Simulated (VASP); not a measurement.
# Ir (P6_3/mmc) in VASP: a series of runs

The runs below take Ir through vibrations by perturbation theory, with PBEsol.

All numbers are computed with VASP 6.6.1; they aren't measurements. Logs are shortened: lines on timing, memory, paths and dates and some standing lists are left out, and cuts for length are marked.

### 1 The cell of the first run

Symmetry: P6_3/mmc, No. 194, hexagonal system. The conventional cell has a = 2.703 Å, b = 2.703 Å, c = 4.382 Å, α = 90.00°, β = 90.00°, γ = 120.00°. Ir (site symmetry -6m2) has 12 Ir at 2.69 to 2.70 Å within 3.5 Å.

This isn't the form of Ir at room conditions, which is fcc.

### 2 Vibrations by perturbation theory, PBEsol

INCAR reads:

```
ALGO = Normal ; EDIFF = 1E-8
ENCUT = 500 ; GGA = PS
GGA_COMPAT = False ; IBRION = 8
ISIF = 2 ; ISMEAR = -1
LASPH = True ; LCHARG = False
LREAL = False ; LWAVE = False
NELM = 120 ; NSW = 1
PREC = Accurate ; SIGMA = 0.15
```

KPOINTS reads:

```
k-points
0
Gamma
  18 18 10
```

POSCAR reads:

```
Ir
1.0
    2.7026939374      0.0000000000      0.0000000000
   -1.3513469687      2.3406016084      0.0000000000
    0.0000000000      0.0000000000      4.3820156764
Ir
2
Direct
    0.6666666667      0.3333333333      0.7500000000
    0.3333333333      0.6666666667      0.2500000000
```

Potentials or basis: VASP PAW PBE potentials, release 64 (Ir).

Run with:

```
> cat potpaw_PBE.64/Ir/POTCAR > POTCAR
> mpirun -np 1 vasp_std > vasp.out
```

OUTCAR:

```text
EDIFF = 1E-8
   ENCUT = 500
   GGA = PS
   IBRION = 8
   ISIF = 2
   ISMEAR = -1
   LASPH = True
   LREAL = False
   NELM = 120
   NSW = 1
   PREC = Accurate

 ion  position               nearest neighbor table
   1  0.667  0.333  0.750-   2 2.69   2 2.69   2 2.69   2 2.69   2 2.69   2 2.69
   2  0.333  0.667  0.250-   1 2.69   1 2.69   1 2.69   1 2.69   1 2.69   1 2.69

  LATTYP: Found a hexagonal cell.
 ALAT       =     2.7026939374
 C/A-ratio  =     1.6213510586

  Lattice vectors:

 A1 = (   2.7026939374,   0.0000000000,   0.0000000000)
 A2 = (  -1.3513469687,   2.3406016084,   0.0000000000)
 A3 = (   0.0000000000,   0.0000000000,   4.3820156764)

Analysis of symmetry for initial positions (statically):
=====================================================================
 Subroutine PRICEL returns:
 Original cell was already a primitive cell.

 Routine SETGRP: Setting up the symmetry group for a
 hexagonal supercell.

 Subroutine GETGRP returns: Found 24 space group operations
 (whereof 12 operations were pure point group operations)
 out of a pool of 24 trial point group operations.

The static configuration has the point symmetry D_3d.
 The point group associated with its full space group is D_6h.

Analysis of symmetry for dynamics (positions and initial velocities):
=====================================================================
 Subroutine PRICEL returns:
 Original cell was already a primitive cell.

 Routine SETGRP: Setting up the symmetry group for a
 hexagonal supercell.

 Subroutine GETGRP returns: Found 24 space group operations
 (whereof 12 operations were pure point group operations)
 out of a pool of 24 trial point group operations.

The dynamic configuration has the point symmetry D_3d.
 The point group associated with its full space group is D_6h.

 Subroutine INISYM returns: Found 24 space group operations
[... 552 lines left out ...]
  energy-cutoff  :      500.00
  volume of cell :       27.72
      direct lattice vectors                 reciprocal lattice vectors
     2.702693937  0.000000000  0.000000000     0.370001200  0.213620292  0.000000000
    -1.351346969  2.340601608  0.000000000     0.000000000  0.427240585  0.000000000
     0.000000000  0.000000000  4.382015676     0.000000000  0.000000000  0.228205482

 POSITION                                       TOTAL-FORCE (eV/Angst)
 -----------------------------------------------------------------------------------
      1.35135      0.78020      3.28651        -0.000000      0.000000      0.000000
     -0.00000      1.56040      1.09550         0.000000     -0.000000      0.000000
 -----------------------------------------------------------------------------------
    total drift:                               -0.000000      0.000000     -0.000000

  FREE ENERGIE OF THE ION-ELECTRON SYSTEM (eV)
  ---------------------------------------------------
  free  energy   TOTEN  =       -19.5533703981 eV

  energy  without entropy=      -19.3867957598  energy(sigma->0) =      -19.47008308

[... ionic steps 2 to 3 ...]

--------------------------------------- Ionic step        4  -------------------------------------------

------------------------ aborting loop because EDIFF is reached ----------------------------------------

[... ionic steps 5 to 5 ...]

--------------------------------------- Ionic step        6  -------------------------------------------

 Free energy of the ion-electron system (eV)
  ---------------------------------------------------
  ---------------------------------------------------
  free energy    TOTEN  =        -0.21415212 eV

  energy without entropy =       -0.21415212

------------------------ aborting loop because EDIFF is reached ----------------------------------------

 INTERNAL STRAIN TENSOR  FOR ION    1  DIRECTION 3   (eV/Angst):
 -----------------------------------------------------------------------------
     0.06338 -0.00000  0.00000
     0.00000  0.06338 -0.00000
     0.00000  0.00000 -0.11666

 INTERNAL STRAIN TENSOR FOR ION    2 for displacements in x,y,z  (eV/Angst):
          X           Y           Z          XY          YZ          ZX
  --------------------------------------------------------------------------------
  x     0.00000     0.00000     0.00000    -1.85036     0.00000     0.00000
  y    -1.85036     1.85036     0.00000     0.00000     0.00000     0.00000
  z     0.00000     0.00000     0.00000     0.00000     0.00000     0.00000

 SECOND DERIVATIVES (NOT SYMMETRIZED)
 ------------------------------------
               1X          1Y          1Z          2X          2Y          2Z
  1X    -5.670694    0.000000    0.000000    5.670694   -0.000000    0.000000
  1Y     0.000000   -5.670694    0.000000    0.000000    5.670694    0.000000
  1Z     0.000000    0.000000  -16.323136    0.000000   -0.000000   16.323136
  2X     5.670694   -0.000000    0.000000   -5.670694    0.000000    0.000000
  2Y     0.000000    5.670694    0.000000    0.000000   -5.670694    0.000000
  2Z     0.000000   -0.000000   16.323136    0.000000    0.000000  -16.323136

 Eigenvectors and eigenvalues of the dynamical matrix
 ----------------------------------------------------

   1 f  =    6.442705 THz    40.480708 2PiTHz  214.905500 cm-1    26.644874 meV
             X         Y         Z           dx          dy          dz
      1.351347  0.780201  3.286512     0.000000    0.000000    0.707107
     -0.000000  1.560401  1.095504     0.000000   -0.000000   -0.707107
[... 16 lines left out ...]
   5 f  =    0.000000 THz     0.000000 2PiTHz    0.000000 cm-1     0.000000 meV
             X         Y         Z           dx          dy          dz
      1.351347  0.780201  3.286512    -0.707107    0.000000    0.000000
     -0.000000  1.560401  1.095504    -0.707107    0.000000    0.000000

   6 f/i=    0.000000 THz     0.000001 2PiTHz    0.000003 cm-1     0.000000 meV
             X         Y         Z           dx          dy          dz
      1.351347  0.780201  3.286512     0.000000   -0.292188   -0.643915
     -0.000000  1.560401  1.095504     0.000000   -0.292188   -0.643915

--------------------------------------------------------------------------------------------------------

 ELASTIC MODULI CONTR FROM IONIC RELAXATION (kBar)
 Direction    XX          YY          ZZ          XY          YZ          ZX
 --------------------------------------------------------------------------------
 XX         -34.8969     34.8969      0.0000      0.0000      0.0000      0.0000
 YY          34.8969    -34.8969      0.0000      0.0000      0.0000      0.0000
 ZZ           0.0000      0.0000      0.0000      0.0000      0.0000      0.0000
 XY           0.0000      0.0000      0.0000    -34.8969      0.0000      0.0000
 YZ           0.0000      0.0000      0.0000      0.0000      0.0000      0.0000
 ZX           0.0000      0.0000      0.0000      0.0000      0.0000      0.0000
 --------------------------------------------------------------------------------
```

It took 6.4 min on 1 thread of Oxide Virtual Turin-like, shared host; peak memory 0.68 GiB.

Results:

- Highest phonon frequency at Γ: 215 cm⁻¹

Phonon frequencies in cm⁻¹ (negative: imaginary):
```csv
q point,frequencies
"(0.000, 0.000, 0.000)",0 0 0 127 127 215
```

Caveat: the cell stands under pressure or tension, which shifts response properties; the PAW data sets were made with another functional, which shifts forces and pressure a little; spin-orbit coupling is left out, which moves the levels of the heavy elements.

### 3 Vibrations by perturbation theory, PBEsol

This run uses another cell than the first one, of 14.03 Å³/atom.

INCAR reads:

```
SYSTEM = Ir
PREC = Accurate ; ENCUT = 500
EDIFF = 1E-8 ; ISMEAR = -1
SIGMA = 0.15 ; LREAL = .False.
LASPH = .True. ; NELM = 120
ALGO = Normal ; ISIF = 2
LWAVE = .False. ; LCHARG = .False.
GGA = PS ; NBANDS = 16
IBRION = 8 ; NSW = 1
GGA_COMPAT = .False.
```

KPOINTS reads:

```
Automatic mesh
0
Gamma
  18 18 10
  0 0 0
```

POSCAR reads:

```
Ir
1.0
    2.7140807566      0.0000000000      0.0000000000
   -1.3570403783      2.3504628831      0.0000000000
    0.0000000000      0.0000000000      4.3990959669
Ir
2
Direct
    0.6666666667      0.3333333333      0.7500000000
    0.3333333333      0.6666666667      0.2500000000
```

Potentials or basis: VASP PAW PBE potentials, release 64 (Ir).

Run with:

```
> cat potpaw_PBE.64/Ir/POTCAR > POTCAR
> mpirun -np 1 vasp_std > vasp.out
```

OUTCAR:

```text
SYSTEM = Ir
   PREC = Accurate
   ENCUT = 500
   EDIFF = 1E-8
   ISMEAR = -1
   LREAL = .False.
   LASPH = .True.
   NELM = 120
   ISIF = 2
   GGA = PS
   IBRION = 8
   NSW = 1

 ion  position               nearest neighbor table
   1  0.667  0.333  0.750-   2 2.70   2 2.70   2 2.70   2 2.70   2 2.70   2 2.70
   2  0.333  0.667  0.250-   1 2.70   1 2.70   1 2.70   1 2.70   1 2.70   1 2.70

  LATTYP: Found a hexagonal cell.
 ALAT       =     2.7140807566
 C/A-ratio  =     1.6208419577
[... 720 lines left out ...]
  2X     5.413505    0.000000    0.000000   -5.413505   -0.000000    0.000000
  2Y     0.000000    5.413505    0.000000    0.000000   -5.413505    0.000000
  2Z    -0.000000    0.000000   15.239530    0.000000    0.000000  -15.239530

 Eigenvectors and eigenvalues of the dynamical matrix
 ----------------------------------------------------

   1 f  =    6.225185 THz    39.113988 2PiTHz  207.649804 cm-1    25.745283 meV
             X         Y         Z           dx          dy          dz
      1.357040  0.783488  3.299322     0.000000    0.000000   -0.707107
     -0.000000  1.566975  1.099774    -0.000000    0.000000    0.707107
[... 16 lines left out ...]
   5 f  =    0.000000 THz     0.000000 2PiTHz    0.000000 cm-1     0.000000 meV
             X         Y         Z           dx          dy          dz
      1.357040  0.783488  3.299322    -0.000000    0.000000    0.707107
     -0.000000  1.566975  1.099774     0.000000    0.000000    0.707107

   6 f/i=    0.000000 THz     0.000000 2PiTHz    0.000001 cm-1     0.000000 meV
             X         Y         Z           dx          dy          dz
      1.357040  0.783488  3.299322    -0.316228    0.632456    0.000000
     -0.000000  1.566975  1.099774    -0.316228    0.632456    0.000000

--------------------------------------------------------------------------------------------------------

 ELASTIC MODULI CONTR FROM IONIC RELAXATION (kBar)
 Direction    XX          YY          ZZ          XY          YZ          ZX
 --------------------------------------------------------------------------------
 XX         -28.5234     28.5234     -0.0000      0.0000     -0.0000      0.0000
 YY          28.5234    -28.5234      0.0000     -0.0000     -0.0000      0.0000
 ZZ          -0.0000      0.0000     -0.0000      0.0000      0.0000      0.0000
 XY           0.0000     -0.0000      0.0000    -28.5234     -0.0000      0.0000
 YZ          -0.0000     -0.0000      0.0000     -0.0000     -0.0000      0.0000
 ZX           0.0000      0.0000      0.0000      0.0000      0.0000      0.0000
 --------------------------------------------------------------------------------
```

stdout:

```text
POSCAR found type information on POSCAR Ir
 POSCAR found :  1 types and       2 ions
 scaLAPACK will be used
 -----------------------------------------------------------------------------
|                                                                             |
|                                                                             |
|     You enforced a specific xc type in the INCAR file but a different       |
|     I HOPE YOU KNOW WHAT YOU ARE DOING!                                     |
|                                                                             |
 -----------------------------------------------------------------------------

 LDA part: xc-table for (Slater+PW92), standard interpolation
 POSCAR, INCAR and KPOINTS ok, starting setup
 FFT: planning ... GRIDC
 FFT: planning ... GRID_SOFT
 FFT: planning ... GRID
 WAVECAR not read
 entering main loop
 Linear response reoptimize wavefunctions to high precision
 Linear response DOF=           2
 Linear response progress:
 first order change of Fermi-energy  -0.13383E-04
 force on displaced ion       1 direction 1 :  -5.414   0.001   0.000
 Linear response progress:
 first order change of Fermi-energy   0.21012E-03
 force on displaced ion       1 direction 3 :   0.000   0.000 -15.240
 Linear response finished
```

Wall time 8.5 min (1 thread of Oxide Virtual Turin-like, shared host); peak memory 0.79 GiB.

Results:

```yaml
Highest_phonon_frequency_at_Γ: 208 cm⁻¹
```

Phonon frequencies in cm⁻¹ (negative: imaginary):
```
              q point        frequencies
(0.000, 0.000, 0.000)  0 0 0 124 124 208
```

Caveat: the cell stands under pressure or tension, which shifts response properties; the PAW data sets were made with another functional, which shifts forces and pressure a little; spin-orbit coupling is left out, which moves the levels of the heavy elements.

(Part 1 of 2 ends here.)
